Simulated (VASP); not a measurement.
Crystal: Al3B2P.

```
CELL_PARAMETERS angstrom
3.42292 0.00000 0.00000
-1.71146 2.96433 0.00000
0.00000 0.00000 8.31169
ATOMIC_POSITIONS crystal
Al 0.33333 0.66667 0.15392
Al 0.66667 0.33333 0.84608
Al 0.00000 0.00000 0.50000
B 0.33333 0.66667 0.67351
B 0.66667 0.33333 0.32649
P 0.00000 0.00000 0.00000
```

- Program: VASP 6.6.1
- Task: relaxation of cell and atoms
- Functional: PBE
- Potentials or basis: VASP PAW PBE potentials, release 64 (Al, B, P)
- Cutoff: 600 eV
- k mesh: 6 × 6 × 2
- Occupations: gaussian, width 0.1 eV
- Spin: no spin polarisation

At the start: pressure -1.2 GPa; volume 14.06 Å³/atom.

Question: How do energy, volume and symmetry change on relaxing?

Answer: Over 13 steps the energy falls by 245.2 meV/atom and the volume is 12.98 Å³/atom (-7.7 %); space group P-3m1 (No. 164, to 0.05 Å).

The path:
```csv
step,energy change (eV),largest force (eV/Å),pressure (GPa),volume (Å³)
1,0.0000,3.0717,-1.22,84.34
2,-0.7226,1.5960,-3.46,83.03
3,-1.1567,0.8153,-3.69,81.43
4,-1.2154,0.9088,-3.01,80.77
5,-1.2290,1.0033,-1.65,79.99
6,-1.2325,0.9719,-2.19,80.26
7,-1.3667,0.6482,1.92,77.02
8,-1.3791,0.5097,3.59,75.90
9,-1.4634,0.1504,-0.27,77.94
10,-1.4670,0.0324,-1.34,78.59
11,-1.4673,0.0607,-1.11,78.44
12,-1.4702,0.0559,0.05,77.62
13,-1.4711,0.0155,-0.33,77.88
```

Final structure:
```
CELL_PARAMETERS angstrom
3.36493 0.00000 0.00000
-1.68247 2.91412 0.00000
0.00000 0.00000 7.94240
ATOMIC_POSITIONS crystal
Al 0.33333 0.66667 0.21313
Al 0.66667 0.33333 0.78687
Al 0.00000 0.00000 0.50000
B 0.33333 0.66667 0.64019
B 0.66667 0.33333 0.35981
P 0.00000 0.00000 0.00000
```

Caveat: the k points lie up to 0.40 Å⁻¹ apart in the final cell.
